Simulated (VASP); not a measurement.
Here is a VASP 6.6.1 calculation.

File INCAR:

```
SYSTEM = ErB
PREC     = Accurate       ! precision mode
ENCUT    = 500            ! plane-wave cutoff, eV
EDIFF    = 1E-6           ! SCF threshold, eV
ISMEAR   = 0              ! smearing method
SIGMA    = 0.1            ! smearing width, eV
LREAL    = .False.        ! projectors in reciprocal space
LASPH    = .True.         ! aspherical terms in the spheres
NELM     = 200            ! most SCF steps
ALGO     = Normal         ! electronic algorithm
ISIF     = 2              ! what is computed and relaxed
LWAVE    = .False.        ! write WAVECAR
LCHARG   = .False.        ! write CHGCAR
GGA      = PE             ! functional
NBANDS   = 13             ! bands
GGA_COMPAT= .False.      
LMAXMIX  = 6              ! l up to which the mixer works
```

File KPOINTS:

```
Automatic mesh
0
Gamma
  6 6 4
  0 0 0
```

File POSCAR:

```
ErB
1.0
    3.5718954180      0.0000000000      0.0000000000
   -1.7859477090      3.0933521716      0.0000000000
    0.0000000000      0.0000000000      3.3397619139
Er B
1 1
Direct
    0.0000000000      0.0000000000      0.0000000000
    0.3333333333      0.6666666667      0.5000000000
```

Potentials or basis: VASP PAW PBE potentials, release 64 (Er_3, B), 4f in core.

The run is started by

```bash
$ cat potpaw_PBE.64/Er_3/POTCAR potpaw_PBE.64/B/POTCAR > POTCAR
$ mpirun -np 1 vasp_std > vasp.out
```

Problem. What does it give for the pressure?

Solution. 0.8 GPa.

Problem. What does it give for the band gap on the k mesh?

Solution. Zero (bands 6 and 7 overlap by 1.77 eV).

Stress tensor (GPa, compression positive):
```
0.92 0.00 0.00
0.00 0.92 0.00
0.00 0.00 0.52
```

Caveat: the k points lie up to 0.47 Å⁻¹ apart, too coarse for converged energies and pressures of a metal; spin-orbit coupling is left out, which moves the levels of the heavy elements; the 4f electrons are frozen in the core, so they carry no moment and show no levels. Spin polarisation is off, so any magnetic state and its effect on volume and gap are missing.
